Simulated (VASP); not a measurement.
# Au (P6_3/mmc) in VASP: a series of runs

Runs on Au. Level: r2SCAN. Tasks: single point.

All numbers are computed with VASP 6.6.1; they aren't measurements. Logs are shortened: lines on timing, memory, paths and dates and some standing lists are left out, and cuts for length are marked.

**1. The cell of the first run**

The structure is hexagonal, space group P6_3/mmc (No. 194). The conventional cell has a = 2.972 Å, b = 2.972 Å, c = 4.602 Å, α = 90.00°, β = 90.00°, γ = 120.00°. Au (site symmetry -6m2) has 12 Au at 2.87 to 2.97 Å within 3.8 Å.

This isn't the form of Au at room conditions, which is fcc.

**2. Single point, r2SCAN**

POSCAR reads:

```
Au
1.0
    2.9717517780      0.0000000000      0.0000000000
   -1.4858758890      2.5736125335      0.0000000000
    0.0000000000      0.0000000000      4.6016757735
Au
2
Direct
    0.3333333333      0.6666666667      0.7500000000
    0.6666666667      0.3333333333      0.2500000000
```

INCAR.step1 reads:

```
  ALGO = Normal
  EDIFF = 1E-4
  ENCUT = 520
  GGA = PE
  ISMEAR = 0
  LASPH = True
  LCHARG = False
  LREAL = False
  LWAVE = True
  NBANDS = 18
  NELM = 80
  PREC = Accurate
  SIGMA = 0.15
```

INCAR.step2 reads:

```
  ALGO = Normal
  EDIFF = 1E-7
  ENCUT = 520
  ISIF = 2
  ISMEAR = 0
  ISTART = 1
  LASPH = True
  LCHARG = True
  LELF = True
  LMIXTAU = True
  LREAL = False
  LVHAR = True
  LWAVE = False
  METAGGA = R2SCAN
  NBANDS = 18
  NELM = 80
  PREC = Accurate
  SIGMA = 0.15
```

KPOINTS reads:

```
k-points
0
Gamma
  24 24 14
```

Potentials or basis: VASP PAW PBE potentials, release 64 (Au).

The run is started by

```sh
$ cat potpaw_PBE.64/Au/POTCAR > POTCAR
$ cp INCAR.step1 INCAR
$ mpirun -np 1 vasp_std > vasp.out
$ cp INCAR.step2 INCAR
$ mpirun -np 1 vasp_std > vasp.out
```

OUTCAR:

```text
EDIFF = 1E-7
   ENCUT = 520
   ISIF = 2
   ISMEAR = 0
   ISTART = 1
   LASPH = True
   LREAL = False
   METAGGA = R2SCAN
   NELM = 80
   PREC = Accurate

 ion  position               nearest neighbor table
   1  0.333  0.667  0.750-   2 2.87   2 2.87   2 2.87   2 2.87   2 2.87   2 2.87
   2  0.667  0.333  0.250-   1 2.87   1 2.87   1 2.87   1 2.87   1 2.87   1 2.87

  LATTYP: Found a hexagonal cell.
 ALAT       =     2.9717517780
 C/A-ratio  =     1.5484724557

  Lattice vectors:

 A1 = (   2.9717517780,   0.0000000000,   0.0000000000)
 A2 = (  -1.4858758890,   2.5736125335,   0.0000000000)
 A3 = (   0.0000000000,   0.0000000000,   4.6016757735)

Analysis of symmetry for initial positions (statically):
=====================================================================
 Subroutine PRICEL returns:
 Original cell was already a primitive cell.

 Routine SETGRP: Setting up the symmetry group for a
 hexagonal supercell.

 Subroutine GETGRP returns: Found 24 space group operations
 (whereof 12 operations were pure point group operations)
 out of a pool of 24 trial point group operations.

The static configuration has the point symmetry D_3d.
 The point group associated with its full space group is D_6h.

Analysis of symmetry for dynamics (positions and initial velocities):
=====================================================================
 Subroutine PRICEL returns:
 Original cell was already a primitive cell.

 Routine SETGRP: Setting up the symmetry group for a
 hexagonal supercell.

 Subroutine GETGRP returns: Found 24 space group operations
 (whereof 12 operations were pure point group operations)
 out of a pool of 24 trial point group operations.

The dynamic configuration has the point symmetry D_3d.
 The point group associated with its full space group is D_6h.

 Subroutine INISYM returns: Found 24 space group operations
 (whereof 12 operations are pure point group operations),
 and found     1 'primitive' translations

----------------------------------------------------------------------------------------

                                     Primitive cell

  volume of cell :      35.1942

  direct lattice vectors                    reciprocal lattice vectors
     2.971751778  0.000000000  0.000000000     0.336501860  0.194279439  0.000000000
    -1.485875889  2.573612533  0.000000000     0.000000000  0.388558879  0.000000000
     0.000000000  0.000000000  4.601675774     0.000000000  0.000000000  0.217312138

  length of vectors
     2.971751778  2.971751778  4.601675774     0.388558879  0.388558879  0.217312138

  position of ions in fractional coordinates (direct lattice)
     0.333333333  0.666666667  0.750000000
     0.666666667  0.333333333  0.250000000

  ion indices of the primitive-cell ions
   primitive index   ion index
                 1           1
                 2           2

----------------------------------------------------------------------------------------

 KPOINTS: k-points

Automatic generation of k-mesh.
 Grid dimensions read from file:
 generate k-points for:   24   24   14

 Generating k-lattice:

  Cartesian coordinates                     Fractional coordinates (reciprocal lattice)
     0.014020911  0.008094977  0.000000000     0.041666667  0.000000000  0.000000000
     0.000000000  0.016189953  0.000000000     0.000000000  0.041666667  0.000000000
     0.000000000  0.000000000  0.015522296     0.000000000  0.000000000  0.071428571

  Length of vectors
     0.016189953  0.016189953  0.015522296

  Shift w.r.t. Gamma in fractional coordinates (k-lattice)
     0.000000000  0.000000000  0.000000000

 Subroutine IBZKPT returns following result:
 ===========================================

 Found    488 irreducible k-points:

 Following reciprocal coordinates:
            Coordinates               Weight
  0.000000  0.000000  0.000000      1.000000
  0.041667  0.000000  0.000000      6.000000
  0.083333  0.000000  0.000000      6.000000
  0.125000  0.000000  0.000000      6.000000
  0.166667  0.000000  0.000000      6.000000
  0.208333  0.000000  0.000000      6.000000
[... 16 lines left out ...]
  0.416667  0.041667  0.000000     12.000000
  0.458333  0.041667  0.000000     12.000000
 [... further k-points ...]
   k-points           NKPTS =    488   k-points in BZ     NKDIM =    488   number of bands    NBANDS=     18
   number of dos      NEDOS =    301   number of ions     NIONS =      2
   total plane-waves  NPLWV =  20736
   dimension x,y,z NGX =    24 NGY =   24 NGZ =   36
   dimension x,y,z NGXF=    48 NGYF=   48 NGZF=   72
   ions per type =               2
   NGX,Y,Z   is equivalent  to a cutoff of  13.43, 13.43, 13.01 a.u.
   NGXF,Y,Z  is equivalent  to a cutoff of  26.85, 26.85, 26.01 a.u.
 SYSTEM =  unknown system
   PREC   = accura    normal or accurate (medium, high low for compatibility)
   ISTART =      1    job   : 0-new  1-cont  2-samecut
   ICHARG =      0    charge: 1-file 2-atom 10-const
   ISPIN  =      1    spin polarized calculation?
   LNONCOLLINEAR =      F non collinear calculations
   LSORBIT =      F    spin-orbit coupling
   LASPH  =      T    aspherical Exc in radial PAW
   ENCUT  =  520.0 eV  38.22 Ry    6.18 a.u.   5.53  5.53  8.56*2*pi/ulx,y,z
   NELM   =     80;   NELMIN=  2; NELMDL=  0     # of ELM steps
   EDIFF  = 0.1E-06   stopping-criterion for ELM
   LREAL  =      F    real-space projection
   EDIFFG = 0.1E-05   stopping-criterion for IOM
   NSW    =      0    number of steps for IOM
   IBRION =     -1    ionic relax: 0-MD 1-quasi-New 2-CG
   NFREE  =      0    steps in history (QN), initial steepest desc. (CG)
   ISIF   =      2    stress and relaxation
   ISYM   =      2    0-nonsym 1-usesym 2-fastsym
   POTIM  = 0.5000    time-step for ionic-motion
   TEBEG  =    0.0;   TEEND  =   0.0 temperature during run
   PSTRESS=    0.0 pullay stress
   NELECT =      22.0000    total number of electrons
   NUPDOWN=      -1.0000    fix difference up-down
   EMIN   =  10.00;   EMAX   =-10.00  energy-range for DOS
   EFERMI =   0.00;   METHOD = LEGACY
   ISMEAR =     0;   SIGMA  =   0.15  broadening in eV -4-tet -1-fermi 0-gaus
   EFERMI_NEDOS =   21; number of points for ismear=-14 and -15
   IALGO  =     38    algorithm
   IMIX   =      4    mixing-type and parameters
     AMIX     =   0.40;   BMIX     =  1.00
     AMIX_MAG =   1.60;   BMIX_MAG =  1.00
  volume/ion in A,a.u.               =      17.60       118.75
  Fermi-wavevector in a.u.,A,eV,Ry     =   1.399776  2.645193 26.658879  1.959372
  Thomas-Fermi vector in A             =   2.522802
   LORBIT       =      0    0 simple, 1 ext, 2 COOP (PROOUT), +10 PAW based schemes
   METAGGA = R2SCAN    functional components
   LHFCALC =     F    Hartree Fock is set to
   AEXX    =    0.0000 exact exchange contribution
   IVDW    =     0    specifies the selected vdW correction
   LEPSILON=     F    determine dielectric tensor
   LRPA    =     F    only Hartree local field effects (RPA)
 non-spin polarized calculation
 Gauss-broadening in eV      SIGMA  =   0.15
  energy-cutoff  :      520.00
  volume of cell :       35.19
 maximum number of plane-waves:       982
 NGX is ok and might be reduce to    24

 number of electron      21.9999999 magnetization

 Free energy of the ion-electron system (eV)
  ---------------------------------------------------
  ext. energy  EPLUGINS =         0.00000000
  ---------------------------------------------------
  free energy    TOTEN  =      -101.14409333 eV

  energy without entropy =     -101.13647048  energy(sigma->0) =     -101.14028190

 E-fermi :   8.7880     XC(G=0): -13.3932

 val. band max:        8.7828160947   @ k =   0.2083   0.2083   0.4286
 cond. band min:       8.7946163429   @ k =   0.1250   0.0000   0.1429
 fundamental gap:      0.0118002481
 Fermi energy:         8.7880181431

 k-point     1 :       0.0000    0.0000    0.0000
  band No.  band energies     occupation
      1      -0.9410      2.00000
      2       1.6218      2.00000
      3       4.1405      2.00000
      4       4.1405      2.00000
      5       4.3319      2.00000
      6       4.5420      2.00000
[... 10 lines left out ...]
     17      26.5033      0.00000
     18      26.6282      0.00000

 k-point     2 :       0.0417    0.0000    0.0000
  band No.  band energies     occupation
      1      -0.8892      2.00000
      2       1.6595      2.00000
      3       4.0606      2.00000
      4       4.1734      2.00000
      5       4.4083      2.00000
      6       4.5274      2.00000
[... 10 lines left out ...]
     17      26.6727      0.00000
     18      26.7753      0.00000

 k-point     3 :       0.0833    0.0000    0.0000
  band No.  band energies     occupation
      1      -0.7356      2.00000
      2       1.7683      2.00000
      3       3.9221      2.00000
      4       4.2708      2.00000
      5       4.4760      2.00000
      6       4.5523      2.00000
[... 10 lines left out ...]
     17      26.7921      0.00000
     18      27.0756      0.00000

 k-point     4 :       0.1250    0.0000    0.0000
  band No.  band energies     occupation
      1      -0.4857      2.00000
      2       1.9336      2.00000
      3       3.7769      2.00000
      4       4.4058      2.00000
      5       4.4158      2.00000
      6       4.4294      2.00000
[... 10 lines left out ...]
     17      26.9327      0.00000
     18      27.4754      0.00000

 k-point     5 :       0.1667    0.0000    0.0000
  band No.  band energies     occupation
      1      -0.1501      2.00000
      2       2.1252      2.00000
      3       3.6518      2.00000
      4       4.1500      2.00000
      5       4.3493      2.00000
      6       4.4041      2.00000
[... 10 lines left out ...]
     17      26.6958      0.00000
     18      27.0995      0.00000

 k-point     6 :       0.2083    0.0000    0.0000
  band No.  band energies     occupation
      1       0.2529      2.00000
      2       2.2906      2.00000
      3       3.5876      2.00000
      4       3.8368      2.00000
      5       4.2805      2.00000
      6       4.3015      2.00000
[... 10 lines left out ...]
     17      25.8316      0.00000
     18      26.9077      0.00000

 k-point     7 :       0.2500    0.0000    0.0000
  band No.  band energies     occupation
      1       0.6936      2.00000
      2       2.3676      2.00000
      3       3.5120      2.00000
      4       3.6302      2.00000
      5       4.1569      2.00000
      6       4.3004      2.00000
[... 10 lines left out ...]
     17      25.1689      0.00000
     18      25.9086      0.00000

 k-point     8 :       0.2917    0.0000    0.0000
  band No.  band energies     occupation
      1       1.1259      2.00000
      2       2.3429      2.00000
      3       3.2096      2.00000
      4       3.7834      2.00000
      5       4.0407      2.00000
      6       4.3685      2.00000
[... 10 lines left out ...]
     17      24.2268      0.00000
     18      25.9943      0.00000
[... 229 lines left out ...]
     17      24.6061      0.00000
     18      26.2454      0.00000

 k-point    20 :       0.2917    0.0417    0.0000
  band No.  band energies     occupation
      1       1.3550      2.00000
      2       2.3361      2.00000
      3       3.0657      2.00000
      4       3.8399      2.00000
      5       3.9732      2.00000
      6       4.4303      2.00000
[... 10 lines left out ...]
     17      23.8589      0.00000
     18      25.6469      0.00000

 k-point    21 :       0.3333    0.0417    0.0000
  band No.  band energies     occupation
      1       1.6697      2.00000
      2       2.2435      2.00000
      3       2.8316      2.00000
      4       3.8845      2.00000
      5       4.1081      2.00000
      6       4.5735      2.00000
[... 10 lines left out ...]
     17      23.1318      0.00000
     18      25.0859      0.00000

 k-point    22 :       0.3750    0.0417    0.0000
  band No.  band energies     occupation
      1       1.8696      2.00000
      2       2.1539      2.00000
      3       2.6514      2.00000
      4       3.8150      2.00000
      5       4.4148      2.00000
      6       4.6320      2.00000
[... 10 lines left out ...]
     17      22.4330      0.00000
     18      24.6381      0.00000

 k-point    23 :       0.4167    0.0417    0.0000
  band No.  band energies     occupation
      1       1.9751      2.00000
      2       2.0857      2.00000
      3       2.5294      2.00000
      4       3.7673      2.00000
      5       4.5892      2.00000
      6       4.6843      2.00000
[... 10 lines left out ...]
     17      21.8245      0.00000
     18      24.3353      0.00000

 k-point    24 :       0.4583    0.0417    0.0000
  band No.  band energies     occupation
      1       2.0216      2.00000
      2       2.0460      2.00000
      3       2.4679      2.00000
      4       3.7431      2.00000
      5       4.5676      2.00000
      6       4.8433      2.00000
[... 10 lines left out ...]
     17      21.4418      0.00000
     18      24.1844      0.00000

 [... further k-points ...]

------------------------ aborting loop because EDIFF is reached ----------------------------------------

  FORCE on cell =-STRESS in cart. coord.  units (eV):
  Direction    XX          YY          ZZ          XY          YZ          ZX
  --------------------------------------------------------------------------------------
  -------------------------------------------------------------------------------------
  Total       -0.2588088     -0.2588088      1.0256603      0.0000000      0.0000000     -0.0000000
  in kB      -11.7819689    -11.7819689     46.6919934      0.0000000      0.0000000     -0.0000000
  external PRESSURE =       7.7093518 kB  Pullay stress =       0.0000000 kB

 VOLUME and BASIS-vectors are now :
 -----------------------------------------------------------------------------
  energy-cutoff  :      520.00
  volume of cell :       35.19
      direct lattice vectors                 reciprocal lattice vectors
     2.971751778  0.000000000  0.000000000     0.336501860  0.194279439  0.000000000
    -1.485875889  2.573612533  0.000000000     0.000000000  0.388558879  0.000000000
     0.000000000  0.000000000  4.601675774     0.000000000  0.000000000  0.217312138

 POSITION                                       TOTAL-FORCE (eV/Angst)
 -----------------------------------------------------------------------------------
     -0.00000      1.71574      3.45126         0.000000      0.000000      0.000000
      1.48588      0.85787      1.15042         0.000000      0.000000      0.000000
 -----------------------------------------------------------------------------------
    total drift:                               -0.000000      0.000000     -0.000000

  FREE ENERGIE OF THE ION-ELECTRON SYSTEM (eV)
  ---------------------------------------------------
  free  energy   TOTEN  =      -101.1440933267 eV

  energy  without entropy=     -101.1364704816  energy(sigma->0) =     -101.14028190
```

Wall time 5.4 min (1 thread of Intel Xeon 6975P-C (Granite Rapids), shared host); peak memory 0.37 GiB.

Results:

```yaml
Free_energy: -101.1441 eV
Pressure: 0.8 GPa
Band_gap_on_the_k_mesh: zero (bands 11 and 12 overlap by 6.99 eV)
```

Caveat: the PAW data sets were made with another functional, which shifts forces and pressure a little; spin-orbit coupling is left out, which moves the levels of the heavy elements.

**3. Single point, r2SCAN**

This run uses another cell than the first one, of the same volume but with other edges.

POSCAR reads:

```
Au
1.0
    2.7999111194      0.0000000000      0.0000000000
   -1.3999555597      2.4247941577      0.0000000000
    0.0000000000      0.0000000000      5.1838519256
Au
2
Direct
    0.3333333333      0.6666666667      0.7500000000
    0.6666666667      0.3333333333      0.2500000000
```

INCAR.step1 reads:

```
SYSTEM = Au
ALGO = Normal
EDIFF = 1E-4
ENCUT = 520
GGA = PE
ISMEAR = 0
LASPH = .True.
LCHARG = .False.
LREAL = .False.
LWAVE = .True.
NBANDS = 18
NELM = 60
PREC = Accurate
SIGMA = 0.15
```

INCAR.step2 reads:

```
SYSTEM = Au
ALGO = Normal
EDIFF = 1E-6
ENCUT = 520
ISIF = 2
ISMEAR = 0
ISTART = 1
LASPH = .True.
LCHARG = .True.
LELF = .True.
LMIXTAU = .True.
LREAL = .False.
LVHAR = .True.
LWAVE = .False.
METAGGA = R2SCAN
NBANDS = 18
NELM = 60
PREC = Accurate
SIGMA = 0.15
```

KPOINTS reads:

```
k-points
0
Gamma
  24 24 14
  0 0 0
```

Potentials or basis: VASP PAW PBE potentials, release 64 (Au).

The run is started by

```sh
$ cat potpaw_PBE.64/Au/POTCAR > POTCAR
$ cp INCAR.step1 INCAR
$ mpirun -np 1 vasp_std > vasp.out
$ cp INCAR.step2 INCAR
$ mpirun -np 1 vasp_std > vasp.out
```

Wall time 4.4 min (1 thread of Intel Xeon 6975P-C (Granite Rapids), shared host); peak memory 0.37 GiB.

Results (log left out):

| Quantity | Value |
| --- | --- |
| Free energy | -101.1280 eV |
| Pressure | 2.7 GPa |
| Band gap on the k mesh | zero (bands 11 and 12 overlap by 7.37 eV) |

Stress tensor (GPa, compression positive):
```
 5.44  0.00  0.00
 0.00  5.44  0.00
 0.00  0.00 -2.88
```

Levels at points of the mesh, in eV from the Fermi level:
```tsv
k point	band 9	band 10	band 11	band 12	band 13	band 14
(0.00, 0.00, 0.00)	-3.32	-2.43	-2.43	-1.43	1.31	14.40
(0.50, 0.00, 0.00)	-1.75	-1.65	0.64	2.02	5.43	7.06
(0.00, 0.00, 0.50)	-2.79	-2.79	-2.79	-2.79	8.71	8.71
(0.50, 0.00, 0.50)	-1.70	-1.70	0.72	0.72	4.31	4.31
```

Caveat: the PAW data sets were made with another functional, which shifts forces and pressure a little; spin-orbit coupling is left out, which moves the levels of the heavy elements.
